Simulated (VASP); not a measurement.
# Ru (P6_3/mmc) in VASP: a series of runs

Runs on Ru. Level: PBEsol. Tasks: single point.

All numbers are computed with VASP 6.6.1; they aren't measurements. Logs are shortened: lines on timing, memory, paths and dates and some standing lists are left out, and cuts for length are marked.

## Step 1: The cell of the first run

It takes space group P6_3/mmc (No. 194, hexagonal). The conventional cell has a = 2.660 Å, b = 2.660 Å, c = 4.557 Å, α = 90.00°, β = 90.00°, γ = 120.00°. Within 3.5 Å of Ru (site symmetry -6m2) lie 12 Ru at 2.66 to 2.75 Å.

## Step 2: Single point, PBEsol (volume 13.960 Å^3 an atom, c/a of the conventional cell 1.7130)

INCAR reads:

```
PREC = Accurate
ENCUT = 520
EDIFF = 1E-6
ISMEAR = 0
SIGMA = 0.15
LREAL = F
LASPH = T
NELM = 60
ALGO = Fast
ISIF = 2
LWAVE = F
LCHARG = F
GGA = PS
NBANDS = 21
```

KPOINTS reads:

```
regular mesh
0
Gamma
  21 21 12
```

POSCAR reads:

```
Ru
1.0
    2.6599642910      0.0000000000      0.0000000000
   -1.3299821455      2.3035966492      0.0000000000
    0.0000000000      0.0000000000      4.5565188304
Ru
2
Direct
    0.3333333333      0.6666666667      0.2500000000
    0.6666666667      0.3333333333      0.7500000000
```

Potentials or basis: VASP PAW PBE potentials, release 64 (Ru_pv).

The run is started by

```bash
$ cat potpaw_PBE.64/Ru_pv/POTCAR > POTCAR
$ mpirun -np 1 vasp_std > vasp.out
```

OUTCAR:

```text
PREC = Accurate
   ENCUT = 520
   EDIFF = 1E-6
   ISMEAR = 0
   LREAL = F
   LASPH = T
   NELM = 60
   ISIF = 2
   GGA = PS

 ion  position               nearest neighbor table
   1  0.333  0.667  0.250-   2 2.75   2 2.75   2 2.75   2 2.75   2 2.75   2 2.75
   2  0.667  0.333  0.750-   1 2.75   1 2.75   1 2.75   1 2.75   1 2.75   1 2.75

  LATTYP: Found a hexagonal cell.
 ALAT       =     2.6599642910
 C/A-ratio  =     1.7130000000

  Lattice vectors:

 A1 = (   2.6599642910,   0.0000000000,   0.0000000000)
 A2 = (  -1.3299821455,   2.3035966492,   0.0000000000)
 A3 = (   0.0000000000,   0.0000000000,   4.5565188304)

Analysis of symmetry for initial positions (statically):
=====================================================================
 Subroutine PRICEL returns:
 Original cell was already a primitive cell.

 Routine SETGRP: Setting up the symmetry group for a
 hexagonal supercell.

 Subroutine GETGRP returns: Found 24 space group operations
 (whereof 12 operations were pure point group operations)
 out of a pool of 24 trial point group operations.

The static configuration has the point symmetry D_3d.
 The point group associated with its full space group is D_6h.

Analysis of symmetry for dynamics (positions and initial velocities):
=====================================================================
 Subroutine PRICEL returns:
 Original cell was already a primitive cell.

 Routine SETGRP: Setting up the symmetry group for a
 hexagonal supercell.

 Subroutine GETGRP returns: Found 24 space group operations
 (whereof 12 operations were pure point group operations)
 out of a pool of 24 trial point group operations.

The dynamic configuration has the point symmetry D_3d.
 The point group associated with its full space group is D_6h.

 Subroutine INISYM returns: Found 24 space group operations
 (whereof 12 operations are pure point group operations),
 and found     1 'primitive' translations

----------------------------------------------------------------------------------------

                                     Primitive cell

  volume of cell :      27.9200

  direct lattice vectors                    reciprocal lattice vectors
     2.659964291  0.000000000  0.000000000     0.375944896  0.217051887  0.000000000
    -1.329982146  2.303596649  0.000000000     0.000000000  0.434103774  0.000000000
     0.000000000  0.000000000  4.556518830     0.000000000  0.000000000  0.219465789

  length of vectors
     2.659964291  2.659964291  4.556518830     0.434103774  0.434103774  0.219465789

  position of ions in fractional coordinates (direct lattice)
     0.333333333  0.666666667  0.250000000
     0.666666667  0.333333333  0.750000000

  ion indices of the primitive-cell ions
   primitive index   ion index
                 1           1
                 2           2

----------------------------------------------------------------------------------------

 KPOINTS: regular mesh

Automatic generation of k-mesh.
 Grid dimensions read from file:
 generate k-points for:   21   21   12

 Generating k-lattice:

  Cartesian coordinates                     Fractional coordinates (reciprocal lattice)
     0.017902138  0.010335804  0.000000000     0.047619048 -0.000000000  0.000000000
     0.000000000  0.020671608  0.000000000     0.000000000  0.047619048  0.000000000
     0.000000000  0.000000000  0.018288816     0.000000000  0.000000000  0.083333333

  Length of vectors
     0.020671608  0.020671608  0.018288816

  Shift w.r.t. Gamma in fractional coordinates (k-lattice)
     0.000000000  0.000000000  0.000000000

 Subroutine IBZKPT returns following result:
 ===========================================

 Found    336 irreducible k-points:

 Following reciprocal coordinates:
            Coordinates               Weight
  0.000000  0.000000  0.000000      1.000000
  0.047619 -0.000000  0.000000      6.000000
  0.095238 -0.000000  0.000000      6.000000
  0.142857  0.000000  0.000000      6.000000
  0.190476 -0.000000  0.000000      6.000000
  0.238095  0.000000  0.000000      6.000000
[... 16 lines left out ...]
  0.142857  0.095238  0.000000     12.000000
  0.190476  0.095238  0.000000     12.000000
 [... further k-points ...]
   k-points           NKPTS =    336   k-points in BZ     NKDIM =    336   number of bands    NBANDS=     21
   number of dos      NEDOS =    301   number of ions     NIONS =      2
   total plane-waves  NPLWV =  14400
   dimension x,y,z NGX =    20 NGY =   20 NGZ =   36
   dimension x,y,z NGXF=    40 NGYF=   40 NGZF=   72
   ions per type =               2
   NGX,Y,Z   is equivalent  to a cutoff of  12.50, 12.50, 13.13 a.u.
   NGXF,Y,Z  is equivalent  to a cutoff of  25.00, 25.00, 26.27 a.u.
 SYSTEM =  unknown system
   PREC   = accura    normal or accurate (medium, high low for compatibility)
   ISTART =      0    job   : 0-new  1-cont  2-samecut
   ICHARG =      2    charge: 1-file 2-atom 10-const
   ISPIN  =      1    spin polarized calculation?
   LNONCOLLINEAR =      F non collinear calculations
   LSORBIT =      F    spin-orbit coupling
   LASPH  =      T    aspherical Exc in radial PAW
   ENCUT  =  520.0 eV  38.22 Ry    6.18 a.u.   4.95  4.95  8.47*2*pi/ulx,y,z
   NELM   =     60;   NELMIN=  2; NELMDL= -5     # of ELM steps
   EDIFF  = 0.1E-05   stopping-criterion for ELM
   LREAL  =      F    real-space projection
   EDIFFG = 0.1E-04   stopping-criterion for IOM
   NSW    =      0    number of steps for IOM
   IBRION =     -1    ionic relax: 0-MD 1-quasi-New 2-CG
   NFREE  =      0    steps in history (QN), initial steepest desc. (CG)
   ISIF   =      2    stress and relaxation
   ISYM   =      2    0-nonsym 1-usesym 2-fastsym
   POTIM  = 0.5000    time-step for ionic-motion
   TEBEG  =    0.0;   TEEND  =   0.0 temperature during run
   PSTRESS=    0.0 pullay stress
   NELECT =      28.0000    total number of electrons
   NUPDOWN=      -1.0000    fix difference up-down
   EMIN   =  10.00;   EMAX   =-10.00  energy-range for DOS
   EFERMI =   0.00;   METHOD = LEGACY
   ISMEAR =     0;   SIGMA  =   0.15  broadening in eV -4-tet -1-fermi 0-gaus
   EFERMI_NEDOS =   21; number of points for ismear=-14 and -15
   IALGO  =     68    algorithm
   IMIX   =      4    mixing-type and parameters
     AMIX     =   0.40;   BMIX     =  1.00
     AMIX_MAG =   1.60;   BMIX_MAG =  1.00
  volume/ion in A,a.u.               =      13.96        94.21
  Fermi-wavevector in a.u.,A,eV,Ry     =   1.638661  3.096620 36.534485  2.685209
  Thomas-Fermi vector in A             =   2.729596
   LORBIT       =      0    0 simple, 1 ext, 2 COOP (PROOUT), +10 PAW based schemes
   GGA     = PS    functional components
   LHFCALC =     F    Hartree Fock is set to
   AEXX    =    0.0000 exact exchange contribution
   IVDW    =     0    specifies the selected vdW correction
   LEPSILON=     F    determine dielectric tensor
   LRPA    =     F    only Hartree local field effects (RPA)
 non-spin polarized calculation
 RMM-DIIS sequential band-by-band and
 Gauss-broadening in eV      SIGMA  =   0.15
  energy-cutoff  :      520.00
  volume of cell :       27.92
 maximum number of plane-waves:       774
 NGX is ok and might be reduce to    20
   NGX =  9   NGY =  9   NGZ = 17

 number of electron      28.0000003 magnetization

 Free energy of the ion-electron system (eV)
  ---------------------------------------------------
  ext. energy  EPLUGINS =         0.00000000
  ---------------------------------------------------
  free energy    TOTEN  =       -20.12010928 eV

  energy without entropy =      -20.10241243  energy(sigma->0) =      -20.11126085

 E-fermi :  12.2055     XC(G=0): -14.1068

 val. band max:       12.1989660279   @ k =   0.2381   0.0476   0.2500
 cond. band min:      12.2198219570   @ k =   0.1905   0.0952   0.2500
 fundamental gap:      0.0208559292
 Fermi energy:        12.2054772373

 k-point     1 :       0.0000    0.0000    0.0000
  band No.  band energies     occupation
      1     -31.1879      2.00000
      2     -30.3353      2.00000
      3     -30.3353      2.00000
      4     -30.3211      2.00000
      5     -30.2347      2.00000
      6     -30.2347      2.00000
[... 13 lines left out ...]
     20      22.5331      0.00000
     21      22.5393      0.00000

 k-point     2 :       0.0476   -0.0000    0.0000
  band No.  band energies     occupation
      1     -31.1809      2.00000
      2     -30.3552      2.00000
      3     -30.3411      2.00000
      4     -30.3228      2.00000
      5     -30.2550      2.00000
      6     -30.2382      2.00000
[... 13 lines left out ...]
     20      22.5331      0.00000
     21      22.5392      0.00000

 k-point     3 :       0.0952   -0.0000    0.0000
  band No.  band energies     occupation
      1     -31.1603      2.00000
      2     -30.4128      2.00000
      3     -30.3578      2.00000
      4     -30.3278      2.00000
      5     -30.3137      2.00000
      6     -30.2485      2.00000
[... 13 lines left out ...]
     20      22.5330      0.00000
     21      22.5389      0.00000

 k-point     4 :       0.1429    0.0000    0.0000
  band No.  band energies     occupation
      1     -31.1271      2.00000
      2     -30.5030      2.00000
      3     -30.4046      2.00000
      4     -30.3835      2.00000
      5     -30.3365      2.00000
      6     -30.2649      2.00000
[... 13 lines left out ...]
     20      22.5330      0.00000
     21      22.5385      0.00000

 k-point     5 :       0.1905   -0.0000    0.0000
  band No.  band energies     occupation
      1     -31.0830      2.00000
      2     -30.6175      2.00000
      3     -30.5182      2.00000
      4     -30.4157      2.00000
      5     -30.3493      2.00000
      6     -30.2863      2.00000
[... 13 lines left out ...]
     20      22.5328      0.00000
     21      22.5379      0.00000
[... 382 lines left out ...]
     20      23.1149      0.00000
     21      25.5577      0.00000

 k-point    22 :       0.0952    0.0952    0.0000
  band No.  band energies     occupation
      1     -31.1078      2.00000
      2     -30.5392      2.00000
      3     -30.4788      2.00000
      4     -30.3781      2.00000
      5     -30.3419      2.00000
      6     -30.2857      2.00000
[... 13 lines left out ...]
     20      22.5329      0.00000
     21      22.5382      0.00000

 k-point    23 :       0.1429    0.0952    0.0000
  band No.  band energies     occupation
      1     -31.0648      2.00000
      2     -30.6381      2.00000
      3     -30.5813      2.00000
      4     -30.4164      2.00000
      5     -30.3550      2.00000
      6     -30.3144      2.00000
[... 13 lines left out ...]
     20      22.5328      0.00000
     21      22.5378      0.00000

 k-point    24 :       0.1905    0.0952    0.0000
  band No.  band energies     occupation
      1     -31.0134      2.00000
      2     -30.7542      2.00000
      3     -30.6891      2.00000
      4     -30.4613      2.00000
      5     -30.3727      2.00000
      6     -30.3449      2.00000
[... 13 lines left out ...]
     20      22.5327      0.00000
     21      22.5371      0.00000

 [... further k-points ...]

------------------------ aborting loop because EDIFF is reached ----------------------------------------

  FORCE on cell =-STRESS in cart. coord.  units (eV):
  Direction    XX          YY          ZZ          XY          YZ          ZX
  --------------------------------------------------------------------------------------
  -------------------------------------------------------------------------------------
  Total       -0.2459718     -0.2459718     -6.3679402     -0.0000000      0.0000000      0.0000000
  in kB      -14.1149883    -14.1149883   -365.4215389     -0.0000000      0.0000000      0.0000000
  external PRESSURE =    -131.2171718 kB  Pullay stress =       0.0000000 kB

 VOLUME and BASIS-vectors are now :
 -----------------------------------------------------------------------------
  energy-cutoff  :      520.00
  volume of cell :       27.92
      direct lattice vectors                 reciprocal lattice vectors
     2.659964291  0.000000000  0.000000000     0.375944896  0.217051887  0.000000000
    -1.329982146  2.303596649  0.000000000     0.000000000  0.434103774  0.000000000
     0.000000000  0.000000000  4.556518830     0.000000000  0.000000000  0.219465789

 POSITION                                       TOTAL-FORCE (eV/Angst)
 -----------------------------------------------------------------------------------
     -0.00000      1.53573      1.13913        -0.000000      0.000000      0.000000
      1.32998      0.76787      3.41739         0.000000     -0.000000      0.000000
 -----------------------------------------------------------------------------------
    total drift:                               -0.000000      0.000000     -0.000000

  FREE ENERGIE OF THE ION-ELECTRON SYSTEM (eV)
  ---------------------------------------------------
  free  energy   TOTEN  =       -20.1201092813 eV

  energy  without entropy=      -20.1024124262  energy(sigma->0) =      -20.11126085
```

It took 3.3 min on 1 thread of Intel Xeon Platinum 8259CL at 2.50GHz (Skylake/Cascade Lake), shared host; peak memory 0.26 GiB.

What came out:

- Free energy: -20.1201 eV
- Pressure: -13.1 GPa
- Band gap on the k mesh: zero (band 14 reaches 13.73 eV, above the bottom of band 15 at 10.91 eV)

Levels at points of the mesh, in eV from the Fermi level:
| k point | band 10 | band 11 | band 12 | band 13 | band 14 | band 15 | band 16 | band 17 | band 18 | band 19 |
| --- | --- | --- | --- | --- | --- | --- | --- | --- | --- | --- |
| (0.00, 0.00, 0.00) | -2.44 | -2.44 | -1.96 | -1.96 | -0.76 | -0.76 | 0.37 | 1.17 | 1.17 | 8.82 |
| (0.00, 0.00, 0.50) | -3.06 | -2.46 | -2.46 | -2.46 | -2.46 | 0.54 | 0.54 | 0.54 | 0.54 | 10.33 |

Caveat: the PAW data sets were made with another functional, which shifts forces and pressure a little.

## Step 3: Single point, PBEsol (volume 13.960 Å^3 an atom, c/a of the conventional cell 1.5558)

INCAR reads:

```
PREC = Accurate ; ENCUT = 520
EDIFF = 1E-6 ; ISMEAR = 0
SIGMA = 0.15 ; LREAL = F
LASPH = T ; NELM = 80
ALGO = Fast ; ISIF = 2
LWAVE = F ; LCHARG = F
GGA = PS ; NBANDS = 21
```

KPOINTS is that of step 2.

POSCAR reads:

```
Ru
1.0
    2.7466943766      0.0000000000      0.0000000000
   -1.3733471883      2.3787071066      0.0000000000
    0.0000000000      0.0000000000      4.2733071111
Ru
2
Direct
    0.3333333333      0.6666666667      0.2500000000
    0.6666666667      0.3333333333      0.7500000000
```

Potentials or basis: VASP PAW PBE potentials, release 64 (Ru_pv).

The run is started by

```bash
$ cat potpaw_PBE.64/Ru_pv/POTCAR > POTCAR
$ mpirun -np 1 vasp_std > vasp.out
```

Run time: 3.3 min. Hardware: 1 thread of Intel Xeon Platinum 8259CL at 2.50GHz (Skylake/Cascade Lake), shared host; peak memory 0.26 GiB.

It converged, with:

* Free energy: -20.2869 eV
* Pressure: -14.3 GPa
* Band gap on the k mesh: zero (band 14 reaches 13.63 eV, above the bottom of band 15 at 10.56 eV)

Stress tensor (GPa, compression positive):
```
-16.01   0.00   0.00
  0.00 -16.01   0.00
  0.00   0.00 -11.03
```

Levels at points of the mesh, in eV from the Fermi level:
```csv
k point,band 10,band 11,band 12,band 13,band 14,band 15,band 16,band 17,band 18,band 19
"(0.00, 0.00, 0.00)",-2.52,-2.19,-1.83,-1.83,-1.47,-1.47,1.13,1.13,1.39,10.10
"(0.00, 0.00, 0.50)",-2.73,-2.73,-2.73,-2.57,-2.57,0.53,0.53,0.53,0.53,10.30
```

Caveat: the PAW data sets were made with another functional, which shifts forces and pressure a little.

## Step 4: Single point, PBEsol (volume 13.960 Å^3 an atom, c/a of the conventional cell 1.6589)

INCAR reads:

```
ALGO = Fast
EDIFF = 1E-6
ENCUT = 520
GGA = PS
ISIF = 2
ISMEAR = 0
LASPH = True
LCHARG = False
LREAL = False
LWAVE = False
NBANDS = 21
NELM = 100
PREC = Accurate
SIGMA = 0.15
```

KPOINTS reads:

```
k-points
0
Gamma
  21 21 12
```

POSCAR reads:

```
Ru
1.0
    2.6885710940      0.0000000000      0.0000000000
   -1.3442855470      2.3283708673      0.0000000000
    0.0000000000      0.0000000000      4.4600705879
Ru
2
Direct
    0.3333333333      0.6666666667      0.2500000000
    0.6666666667      0.3333333333      0.7500000000
```

The run is started by

```bash
$ cat potpaw_PBE.64/Ru_pv/POTCAR > POTCAR
$ mpirun -np 1 vasp_std > vasp.out
```

Wall time 3.7 min (1 thread of Intel Xeon Platinum 8259CL at 2.50GHz (Skylake/Cascade Lake), shared host); peak memory 0.26 GiB.

The run converged. Its results:

```yaml
Free_energy: -20.2256 eV
Pressure: -14.3 GPa
Band_gap_on_the_k_mesh: zero (band 14 reaches 13.82 eV, above the bottom of band 15 at 10.77 eV)
```

Stress tensor (GPa, compression positive):
```
 -7.13   0.00   0.00
  0.00  -7.13   0.00
  0.00   0.00 -28.67
```

Levels at points of the mesh, in eV from the Fermi level:
| k point | band 12 | band 13 | band 14 | band 15 | band 16 | band 17 |
| --- | --- | --- | --- | --- | --- | --- |
| (0.00, 0.00, 0.00) | -1.91 | -1.91 | -0.99 | -0.99 | 0.69 | 1.15 |
| (0.00, 0.00, 0.50) | -2.52 | -2.52 | -2.52 | 0.51 | 0.51 | 0.51 |

Caveat: the PAW data sets were made with another functional, which shifts forces and pressure a little.

## Step 5: Summary

| cell | gap on the mesh (eV) | pressure (GPa) |
| --- | --- | --- |
| a = 2.660, b = 2.660, c = 4.557 Å, angles 90.0, 90.0, 120.0°, 2 atoms | none | -13.1 |
| a = 2.747, b = 2.747, c = 4.273 Å, angles 90.0, 90.0, 120.0°, 2 atoms | none | -14.3 |
| a = 2.689, b = 2.689, c = 4.460 Å, angles 90.0, 90.0, 120.0°, 2 atoms | none | -14.3 |

Alike in all rows: task single point; level PBEsol; potentials or basis VASP PAW PBE potentials, release 64 (Ru_pv); no spin polarisation; k mesh 21 × 21 × 12; cutoff (eV) 520; smearing gaussian 0.15 eV.

Caveats: the PAW data sets were made with another functional, which shifts forces and pressure a little.

Absolute energies hang on the potentials; compare differences alone.
